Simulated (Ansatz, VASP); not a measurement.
Two plane-wave programs on ZnSe

INCAR

```
PREC = Accurate
ENCUT = 520
EDIFF = 1E-6
ISMEAR = 0
SIGMA = 0.05
LREAL = F
LASPH = T
NELM = 100
ALGO = Normal
ISIF = 2
LWAVE = F
LCHARG = F
GGA = PE
NBANDS = 16
```

Contents of KPOINTS:

```
regular mesh
0
Gamma
  8 8 8
```

The input POSCAR:

```
ZnSe
1.0
    0.0000000000      3.0951937515      2.7512833347
    3.0951937515      0.0000000000      2.7512833347
    3.0951937515      3.0951937515      0.0000000000
Zn Se
1 1
Direct
    0.0000000000      0.0000000000      0.0000000000
    0.7500000000      0.7500000000      0.7500000000
```

Input for Ansatz:

```yaml
crystal:
  lattice:
    - [0.0, 3.0951937515, 2.7512833347]
    - [3.0951937515, 0.0, 2.7512833347]
    - [3.0951937515, 3.0951937515, 0.0]
  atoms:
    - { symbol: Zn, position: [0.0, 0.0, 0.0] }
    - { symbol: Se, position: [0.75, 0.75, 0.75] }
basis:
  ecutwfc: 420
kpoints:
  mp_grid: { grid: [8, 8, 8] }
hamiltonian:
  xc: pbe
scf:
  occupations: { method: gaussian, width: 0.05 }
output:
  forces: true
  stress: true
  eigenvalues: true
```

Change from the starting cell: strain +0.080 along x and y, -0.040 along z, atoms carried along.

Alike in both runs: task single point; functional PBE; k mesh 8 × 8 × 8; occupations gaussian, width 0.05 eV; no spin polarisation.

|  | VASP | Ansatz |
| --- | --- | --- |
| version | VASP 6.6.1 | Ansatz 0.2.0 |
| potentials or method | VASP PAW PBE potentials, release 64 (Zn, Se), cutoff 520 eV | scalar-relativistic, plane waves, PAW |
| valence electrons in the cell | 18 | 28 |

Ansatz gave:

* gap on the k mesh at the Fermi level (eV): 0.48
* least direct gap on the mesh (eV): 0.48
* pressure (GPa): -5.1
* traceless stress, the component that is largest in VASP (GPa): 2.33

Q: Estimate VASP's values.

A: gap on the k mesh at the Fermi level (eV): 0.48; least direct gap on the mesh (eV): 0.48; pressure (GPa): -5.0; traceless stress, the component that is largest in VASP (GPa): 2.32.

VASP's potentials hold 18 valence electrons a cell and Ansatz's 28, so a difference there can come from the potentials and not from the codes.
